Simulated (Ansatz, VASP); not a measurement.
SnTe: VASP beside Ansatz

File INCAR:

```
PREC = Accurate
ENCUT = 500
EDIFF = 1E-6
ISMEAR = -1
SIGMA = 0.02
LREAL = False
LASPH = True
NELM = 120
ALGO = Normal
ISIF = 2
LWAVE = False
LCHARG = False
GGA = PE
NBANDS = 28
GGA_COMPAT = False
```

KPOINTS

```
regular mesh
0
Gamma
  6 6 4
```

POSCAR

```
SnTe
1.0
    5.3967552001      0.0000000000      0.0000000000
   -2.6983776001      4.6737271013      0.0000000000
    0.0000000000      0.0000000000      6.4878039298
Sn Te
2 2
Direct
    0.3333333333      0.6666666667     -0.0459806533
    0.6666666667      0.3333333333      0.4540193467
    0.3333333333      0.6666666667      0.4209806533
    0.6666666667      0.3333333333      0.9209806533
```

Input for Ansatz:

```yaml
crystal:
  lattice:
    - [5.3967552001, 0.0, 0.0]
    - [-2.6983776001, 4.6737271013, 0.0]
    - [0.0, 0.0, 6.4878039298]
  atoms:
    - { symbol: Sn, position: [0.3333333333, 0.6666666667, -0.0459806533] }
    - { symbol: Sn, position: [0.6666666667, 0.3333333333, 0.4540193467] }
    - { symbol: Te, position: [0.3333333333, 0.6666666667, 0.4209806533] }
    - { symbol: Te, position: [0.6666666667, 0.3333333333, 0.9209806533] }
kpoints:
  mp_grid: { grid: [6, 6, 4] }
  band_path:
    path:
      - [0.0, 0.0, 0.0]
      - [0.5, 0.0, 0.0]
      - [0.3333333333, 0.3333333333, 0.0]
      - [0.0, 0.0, 0.5]
      - [0.5, 0.0, 0.5]
      - [0.3333333333, 0.3333333333, 0.5]
      - [-0.09375, 0.1875, 0.0]
    npoints: 1
hamiltonian:
  xc: pbe
scf:
  occupations: { method: fermi_dirac, width: 0.02 }
  n_extra_bands: 5
output:
  forces: true
  stress: true
  eigenvalues: true
```

Alike in both runs: task single point; functional PBE; k mesh 6 × 6 × 4; occupations fermi-dirac, width 0.02 eV; no spin polarisation.

|  | VASP | Ansatz |
| --- | --- | --- |
| version | VASP 6.6.1 | Ansatz 0.2.0 |
| potentials or method | VASP PAW PBE potentials, release 64 (Sn_d, Te) | plane waves, PAW |
| plane-wave cutoff (eV) | 500 | 420 |
| valence electrons in the cell | 40 | 60 |

Ansatz gave:

```
pressure (GPa)                                                : 0.6
traceless stress, the component that is largest in VASP (GPa) : 0.20
rms of the force components (eV/Å)                            : 0.044
```

Q: Estimate VASP's values.

A: Pressure (GPa): 0.6; traceless stress, the component that is largest in VASP (GPa): 0.22; rms of the force components (eV/Å): 0.047.

Atom by atom the forces differ by 0.003 eV/Å (rms over components). VASP's potentials hold 40 valence electrons a cell and Ansatz's 60, so a difference there can come from the potentials and not from the codes.

Spin-orbit coupling is off throughout.
